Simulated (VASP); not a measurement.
# AlNi (Pm-3m) in VASP: further runs

AlNi is run at these levels: r2SCAN; tasks: single point, relaxation of cell and atoms.

All numbers are computed with VASP 6.6.1; they aren't measurements. Logs are shortened: lines on timing, memory, paths and dates and some standing lists are left out, and cuts for length are marked.

### 1 The cell of the first run

Symmetry: Pm-3m, No. 221, cubic system. The conventional cell has a = 2.863 Å, b = 2.863 Å, c = 2.863 Å, α = 90.00°, β = 90.00°, γ = 90.00°. Al (site symmetry m-3m) has 8 Ni at 2.48 Å and 6 Al at 2.86 Å within 3.3 Å. Ni (site symmetry m-3m) has 8 Al at 2.48 Å and 6 Ni at 2.86 Å within 3.3 Å.

### 2 Single point, r2SCAN

POSCAR reads:

```
AlNi
1.0
    2.8633026377      0.0000000000      0.0000000000
    0.0000000000      2.8633026377      0.0000000000
    0.0000000000      0.0000000000      2.8633026377
Al Ni
1 1
Direct
    0.0000000000      0.0000000000      0.0000000000
    0.5000000000      0.5000000000      0.5000000000
```

INCAR.step1 reads:

```
ALGO = Normal
EDIFF = 1E-4
ENCUT = 520
GGA = PE
ISMEAR = -1
LASPH = True
LCHARG = False
LREAL = False
LWAVE = True
NBANDS = 14
NELM = 60
PREC = Accurate
SIGMA = 0.05
```

INCAR.step2 reads:

```
ALGO = Normal
EDIFF = 1E-6
ENCUT = 520
ISIF = 2
ISMEAR = -1
ISTART = 1
LASPH = True
LCHARG = False
LMIXTAU = True
LREAL = False
LWAVE = False
METAGGA = R2SCAN
NBANDS = 14
NELM = 60
PREC = Accurate
SIGMA = 0.05
```

KPOINTS reads:

```
k-points
0
Gamma
  12 12 12
```

Potentials or basis: VASP PAW PBE potentials, release 64 (Al, Ni).

The run is started by

```sh
$ cat potpaw_PBE.64/Al/POTCAR potpaw_PBE.64/Ni/POTCAR > POTCAR
$ cp INCAR.step1 INCAR
$ mpirun -np 1 vasp_std > vasp.out
$ cp INCAR.step2 INCAR
$ mpirun -np 1 vasp_std > vasp.out
```

OUTCAR:

```text
EDIFF = 1E-6
   ENCUT = 520
   ISIF = 2
   ISMEAR = -1
   ISTART = 1
   LASPH = True
   LREAL = False
   METAGGA = R2SCAN
   NELM = 60
   PREC = Accurate

 ion  position               nearest neighbor table
   1  0.000  0.000  0.000-   2 2.48   2 2.48   2 2.48   2 2.48   2 2.48   2 2.48   2 2.48   2 2.48

   2  0.500  0.500  0.500-   1 2.48   1 2.48   1 2.48   1 2.48   1 2.48   1 2.48   1 2.48   1 2.48

  LATTYP: Found a simple cubic cell.
 ALAT       =     2.8633026377

  Lattice vectors:

 A1 = (   2.8633026377,   0.0000000000,   0.0000000000)
 A2 = (   0.0000000000,   2.8633026377,   0.0000000000)
 A3 = (   0.0000000000,   0.0000000000,   2.8633026377)

Analysis of symmetry for initial positions (statically):
=====================================================================
 Subroutine PRICEL returns:
 Original cell was already a primitive cell.

 Routine SETGRP: Setting up the symmetry group for a
 simple cubic supercell.

 Subroutine GETGRP returns: Found 48 space group operations
 (whereof 48 operations were pure point group operations)
 out of a pool of 48 trial point group operations.

The static configuration has the point symmetry O_h .

Analysis of symmetry for dynamics (positions and initial velocities):
=====================================================================
 Subroutine PRICEL returns:
 Original cell was already a primitive cell.

 Routine SETGRP: Setting up the symmetry group for a
 simple cubic supercell.

 Subroutine GETGRP returns: Found 48 space group operations
 (whereof 48 operations were pure point group operations)
 out of a pool of 48 trial point group operations.

The dynamic configuration has the point symmetry O_h .

 Subroutine INISYM returns: Found 48 space group operations
 (whereof 48 operations are pure point group operations),
 and found     1 'primitive' translations

----------------------------------------------------------------------------------------

                                     Primitive cell

  volume of cell :      23.4748

  direct lattice vectors                    reciprocal lattice vectors
     2.863302638  0.000000000  0.000000000     0.349247050  0.000000000  0.000000000
     0.000000000  2.863302638  0.000000000     0.000000000  0.349247050  0.000000000
     0.000000000  0.000000000  2.863302638     0.000000000  0.000000000  0.349247050

  length of vectors
     2.863302638  2.863302638  2.863302638     0.349247050  0.349247050  0.349247050

  position of ions in fractional coordinates (direct lattice)
     0.000000000  0.000000000  0.000000000
     0.500000000  0.500000000  0.500000000

  ion indices of the primitive-cell ions
   primitive index   ion index
                 1           1
                 2           2

----------------------------------------------------------------------------------------

 KPOINTS: k-points

Automatic generation of k-mesh.
 Grid dimensions read from file:
 generate k-points for:   12   12   12

 Generating k-lattice:

  Cartesian coordinates                     Fractional coordinates (reciprocal lattice)
     0.029103921  0.000000000  0.000000000     0.083333333  0.000000000  0.000000000
     0.000000000  0.029103921  0.000000000     0.000000000  0.083333333  0.000000000
     0.000000000  0.000000000  0.029103921     0.000000000  0.000000000  0.083333333

  Length of vectors
     0.029103921  0.029103921  0.029103921

  Shift w.r.t. Gamma in fractional coordinates (k-lattice)
     0.000000000  0.000000000  0.000000000

 Subroutine IBZKPT returns following result:
 ===========================================

 Found     84 irreducible k-points:

 Following reciprocal coordinates:
            Coordinates               Weight
  0.000000  0.000000  0.000000      1.000000
  0.083333  0.000000  0.000000      6.000000
  0.166667  0.000000  0.000000      6.000000
  0.250000  0.000000  0.000000      6.000000
  0.333333  0.000000  0.000000      6.000000
  0.416667  0.000000  0.000000      6.000000
[... 16 lines left out ...]
  0.333333  0.333333  0.000000     12.000000
  0.416667  0.333333  0.000000     24.000000
 [... further k-points ...]
   k-points           NKPTS =     84   k-points in BZ     NKDIM =     84   number of bands    NBANDS=     14
   number of dos      NEDOS =    301   number of ions     NIONS =      2
   total plane-waves  NPLWV =  13824
   dimension x,y,z NGX =    24 NGY =   24 NGZ =   24
   dimension x,y,z NGXF=    48 NGYF=   48 NGZF=   48
   ions per type =               1   1
   NGX,Y,Z   is equivalent  to a cutoff of  13.93, 13.93, 13.93 a.u.
   NGXF,Y,Z  is equivalent  to a cutoff of  27.87, 27.87, 27.87 a.u.
 SYSTEM =  unknown system
   PREC   = accura    normal or accurate (medium, high low for compatibility)
   ISTART =      1    job   : 0-new  1-cont  2-samecut
   ICHARG =      0    charge: 1-file 2-atom 10-const
   ISPIN  =      1    spin polarized calculation?
   LNONCOLLINEAR =      F non collinear calculations
   LSORBIT =      F    spin-orbit coupling
   LASPH  =      T    aspherical Exc in radial PAW
   ENCUT  =  520.0 eV  38.22 Ry    6.18 a.u.   5.32  5.32  5.32*2*pi/ulx,y,z
   NELM   =     60;   NELMIN=  2; NELMDL=  0     # of ELM steps
   EDIFF  = 0.1E-05   stopping-criterion for ELM
   LREAL  =      F    real-space projection
   EDIFFG = 0.1E-04   stopping-criterion for IOM
   NSW    =      0    number of steps for IOM
   IBRION =     -1    ionic relax: 0-MD 1-quasi-New 2-CG
   NFREE  =      0    steps in history (QN), initial steepest desc. (CG)
   ISIF   =      2    stress and relaxation
   ISYM   =      2    0-nonsym 1-usesym 2-fastsym
   POTIM  = 0.5000    time-step for ionic-motion
   TEBEG  =    0.0;   TEEND  =   0.0 temperature during run
   PSTRESS=    0.0 pullay stress
   NELECT =      13.0000    total number of electrons
   NUPDOWN=      -1.0000    fix difference up-down
   EMIN   =  10.00;   EMAX   =-10.00  energy-range for DOS
   EFERMI =   0.00;   METHOD = LEGACY
   ISMEAR =    -1;   SIGMA  =   0.05  broadening in eV -4-tet -1-fermi 0-gaus
   EFERMI_NEDOS =   21; number of points for ismear=-14 and -15
   IALGO  =     38    algorithm
   IMIX   =      4    mixing-type and parameters
     AMIX     =   0.40;   BMIX     =  1.00
     AMIX_MAG =   1.60;   BMIX_MAG =  1.00
  volume/ion in A,a.u.               =      11.74        79.21
  Fermi-wavevector in a.u.,A,eV,Ry     =   1.344380  2.540510 24.590591  1.807357
  Thomas-Fermi vector in A             =   2.472378
   LORBIT       =      0    0 simple, 1 ext, 2 COOP (PROOUT), +10 PAW based schemes
   METAGGA = R2SCAN    functional components
   LHFCALC =     F    Hartree Fock is set to
   AEXX    =    0.0000 exact exchange contribution
   IVDW    =     0    specifies the selected vdW correction
   LEPSILON=     F    determine dielectric tensor
   LRPA    =     F    only Hartree local field effects (RPA)
 non-spin polarized calculation
  energy-cutoff  :      520.00
  volume of cell :       23.47
 maximum number of plane-waves:       648
 NGX is ok and might be reduce to    24
   NGX = 11   NGY = 11   NGZ = 11

 number of electron      13.0000011 magnetization

 Free energy of the ion-electron system (eV)
  ---------------------------------------------------
  ext. energy  EPLUGINS =         0.00000000
  ---------------------------------------------------
  free energy    TOTEN  =       -20.06898907 eV

  energy without entropy =      -20.06174926  energy(sigma->0) =      -20.06536916

 E-fermi :  10.1785     XC(G=0): -13.1107

 val. band max:       10.1474822497   @ k =   0.5000   0.4167   0.3333
 cond. band min:      10.2067133763   @ k =   0.3333   0.1667   0.0000
 fundamental gap:      0.0592311266
 Fermi energy:        10.1785168749

 k-point     1 :       0.0000    0.0000    0.0000
  band No.  band energies     occupation
      1      -1.7212      2.00000
      2       6.6971      2.00000
      3       6.6971      2.00000
      4       8.4922      2.00000
      5       8.4922      2.00000
      6       8.4922      2.00000
      7      16.1084      0.00000
      8      16.1084      0.00000
      9      16.1084      0.00000
     10      18.5898      0.00000
     11      18.5898      0.00000
     12      25.5127      0.00000
     13      32.3866      0.00000
     14      32.3866      0.00000

 k-point     2 :       0.0833    0.0000    0.0000
  band No.  band energies     occupation
      1      -1.5847      2.00000
      2       6.6836      2.00000
      3       6.7303      2.00000
      4       8.4341      2.00000
      5       8.4341      2.00000
      6       8.4984      2.00000
      7      14.7333      0.00000
      8      16.2864      0.00000
      9      16.2864      0.00000
     10      18.6002      0.00000
     11      19.8559      0.00000
     12      25.9641      0.00000
     13      30.9797      0.00000
     14      30.9797      0.00000

 k-point     3 :       0.1667    0.0000    0.0000
  band No.  band energies     occupation
      1      -1.1782      2.00000
      2       6.5945      2.00000
      3       6.8223      2.00000
      4       8.2828      2.00000
      5       8.2828      2.00000
      6       8.5153      2.00000
      7      12.7397      0.00000
      8      16.7986      0.00000
      9      16.7986      0.00000
     10      18.6304      0.00000
     11      21.4775      0.00000
     12      27.3922      0.00000
     13      28.8331      0.00000
     14      28.8331      0.00000

 k-point     4 :       0.2500    0.0000    0.0000
  band No.  band energies     occupation
      1      -0.5100      2.00000
      2       6.2637      2.00000
      3       6.9518      2.00000
      4       8.0910      2.00000
      5       8.0910      2.00000
      6       8.5385      2.00000
      7      11.0618      0.00000
      8      17.5950      0.00000
      9      17.5950      0.00000
     10      18.6775      0.00000
     11      22.7185      0.00000
     12      26.7424      0.00000
     13      26.7424      0.00000
     14      28.9458      0.00000

 k-point     5 :       0.3333    0.0000    0.0000
  band No.  band energies     occupation
      1       0.4040      2.00000
      2       5.4599      2.00000
      3       7.0858      2.00000
      4       7.9135      2.00000
      5       7.9135      2.00000
      6       8.5619      2.00000
      7      10.0171      1.92380
      8      18.6218      0.00000
      9      18.6218      0.00000
     10      18.7330      0.00000
     11      23.7810      0.00000
[... 276 lines left out ...]
 k-point    22 :       0.5000    0.2500    0.0000
  band No.  band energies     occupation
      1       3.5262      2.00000
      2       4.0470      2.00000
      3       7.4136      2.00000
      4       7.4535      2.00000
      5       7.8333      2.00000
      6       8.2354      2.00000
      7       9.4269      2.00000
      8      15.2955      0.00000
      9      15.3098      0.00000
     10      22.4886      0.00000
     11      22.5518      0.00000
     12      23.2639      0.00000
     13      26.4980      0.00000
     14      29.0470      0.00000

 k-point    23 :       0.3333    0.3333    0.0000
  band No.  band energies     occupation
      1       2.3293      2.00000
      2       6.0613      2.00000
      3       6.8340      2.00000
      4       7.6430      2.00000
      5       8.0024      2.00000
      6       8.0651      2.00000
      7      10.0713      1.79038
      8      12.5785      0.00000
      9      16.5291      0.00000
     10      20.9312      0.00000
     11      23.1786      0.00000
     12      26.0714      0.00000
     13      26.8148      0.00000
     14      27.6162      0.00000

 k-point    24 :       0.4167    0.3333    0.0000
  band No.  band energies     occupation
      1       3.2754      2.00000
      2       5.5032      2.00000
      3       7.0436      2.00000
      4       7.5782      2.00000
      5       7.9160      2.00000
      6       8.0655      2.00000
      7       9.5642      1.99999
      8      12.8562      0.00000
      9      15.0426      0.00000
     10      22.0131      0.00000
     11      23.8619      0.00000
     12      24.8158      0.00000
     13      26.9412      0.00000
     14      27.2757      0.00000

 [... further k-points ...]

------------------------ aborting loop because EDIFF is reached ----------------------------------------

  FORCE on cell =-STRESS in cart. coord.  units (eV):
  Direction    XX          YY          ZZ          XY          YZ          ZX
  --------------------------------------------------------------------------------------
  -------------------------------------------------------------------------------------
  Total       -0.0257897     -0.0257897     -0.0257897      0.0000000     -0.0000000      0.0000000
  in kB       -1.7601731     -1.7601731     -1.7601731      0.0000000     -0.0000000      0.0000000
  external PRESSURE =      -1.7601731 kB  Pullay stress =       0.0000000 kB

 VOLUME and BASIS-vectors are now :
 -----------------------------------------------------------------------------
  energy-cutoff  :      520.00
  volume of cell :       23.47
      direct lattice vectors                 reciprocal lattice vectors
     2.863302638  0.000000000  0.000000000     0.349247050  0.000000000  0.000000000
     0.000000000  2.863302638  0.000000000     0.000000000  0.349247050  0.000000000
     0.000000000  0.000000000  2.863302638     0.000000000  0.000000000  0.349247050

 POSITION                                       TOTAL-FORCE (eV/Angst)
 -----------------------------------------------------------------------------------
      0.00000      0.00000      0.00000         0.000000      0.000000      0.000000
      1.43165      1.43165      1.43165         0.000000      0.000000      0.000000
 -----------------------------------------------------------------------------------
    total drift:                                0.000000      0.000000     -0.000000

  FREE ENERGIE OF THE ION-ELECTRON SYSTEM (eV)
  ---------------------------------------------------
  free  energy   TOTEN  =       -20.0689890674 eV

  energy  without entropy=      -20.0617492561  energy(sigma->0) =      -20.06536916
```

It took 1.8 min on 1 thread of Intel Xeon 8259CL, shared host; peak memory 0.16 GiB.

What came out:

* Free energy: -20.0690 eV
* Pressure: -0.2 GPa
* Band gap on the k mesh: zero (an odd number of electrons rules out a gap without spin polarisation)

Caveat: the PAW data sets were made with another functional, which shifts forces and pressure a little. Spin polarisation is off, so any magnetic state and its effect on volume and gap are missing.

### 3 Relaxation of cell and atoms, r2SCAN

This run uses another cell than the first one, of 11.96 Å³/atom.

POSCAR reads:

```
AlNi
1.0
    2.8810000000      0.0000000000      0.0000000000
    0.0000000000      2.8810000000      0.0000000000
    0.0000000000      0.0000000000      2.8810000000
Al Ni
1 1
Direct
    0.0000000000      0.0000000000      0.0000000000
    0.5000000000      0.5000000000      0.5000000000
```

INCAR.step1 reads:

```
PREC = Accurate ; ENCUT = 600
ISMEAR = -1 ; SIGMA = 0.05
LREAL = F ; LASPH = T
NELM = 80 ; GGA = PE
ALGO = Normal ; EDIFF = 1E-4
LWAVE = T ; LCHARG = F
```

INCAR.step2 reads:

```
PREC = Accurate ; ENCUT = 600
EDIFF = 1E-7 ; ISMEAR = -1
SIGMA = 0.05 ; LREAL = F
LASPH = T ; NELM = 80
ALGO = Normal ; ISIF = 3
LWAVE = F ; LCHARG = F
METAGGA = R2SCAN ; LMIXTAU = T
IBRION = 2 ; NSW = 100
EDIFFG = -0.002 ; ISTART = 1
```

KPOINTS reads:

```
Automatic mesh
0
Gamma
  12 12 12
```

Potentials or basis: VASP PAW PBE potentials, release 64 (Al, Ni).

The run is started by

```sh
$ cat potpaw_PBE.64/Al/POTCAR potpaw_PBE.64/Ni/POTCAR > POTCAR
$ cp INCAR.step1 INCAR
$ mpirun -np 1 vasp_std > vasp.out
$ cp INCAR.step2 INCAR
$ mpirun -np 1 vasp_std > vasp.out
```

Run time: 4.5 min. Hardware: 1 thread of Intel Xeon 8259CL, shared host; peak memory 0.17 GiB.

The run converged. Its results:

| Property | Result |
| --- | --- |
| Free energy | -20.0695 eV |
| Relaxed volume | 11.72 Å³/atom |
| Relaxed cell | a = 2.862 Å, b = 2.862 Å, c = 2.862 Å, α = 90.00°, β = 90.00°, γ = 90.00° |
| Space group after relaxing (to 0.1 Å) | Pm-3m (No. 221) |
| Energy gained by relaxing | 2.6 meV/atom |
| Ionic steps | 9 |
| Pressure after relaxing | 0.0 GPa |
| Band gap on the k mesh | zero (an odd number of electrons rules out a gap without spin polarisation) |

Step by step:
```tsv
step	energy change (eV)	largest force (eV/Å)	pressure (GPa)	volume (Å³)
1	0.0000	0.0000	-3.39	23.91
2	-0.0014	0.0000	3.09	23.05
3	-0.0051	0.0000	0.05	23.44
4	-0.0051	0.0000	-0.07	23.45
5	-0.0051	0.0000	-0.07	23.45
6	-0.0051	0.0000	-0.07	23.45
7	-0.0051	0.0000	-0.05	23.45
8	-0.0051	0.0000	-0.04	23.45
9	-0.0051	0.0000	-0.02	23.45
```

Final structure:
```cif
data_structure
_symmetry_space_group_name_H-M 'P 1'
_symmetry_Int_Tables_number 1
_cell_length_a 2.8621
_cell_length_b 2.8621
_cell_length_c 2.8621
_cell_angle_alpha 90.000
_cell_angle_beta 90.000
_cell_angle_gamma 90.000
_cell_volume 23.45
loop_
_atom_site_label
_atom_site_type_symbol
_atom_site_fract_x
_atom_site_fract_y
_atom_site_fract_z
_atom_site_occupancy
Al1 Al 0.00000 0.00000 0.00000 1
Ni1 Ni 0.50000 0.50000 0.50000 1
```

Levels at points of the mesh, in eV from the Fermi level:
```csv
k point,band 3,band 4,band 5,band 6,band 7,band 8,band 9,band 10
"(0.00, 0.00, 0.00)",-3.49,-1.69,-1.69,-1.69,5.94,5.94,5.94,8.41
"(0.50, 0.00, 0.00)",-2.96,-2.43,-2.43,-1.60,-0.70,8.62,10.61,10.61
"(0.50, 0.50, 0.00)",-3.20,-3.20,-2.26,-2.26,-1.10,1.58,2.76,13.47
"(0.50, 0.50, 0.50)",-4.44,-1.07,-1.07,1.97,1.97,1.97,4.61,4.67
```

Caveat: the PAW data sets were made with another functional, which shifts forces and pressure a little.
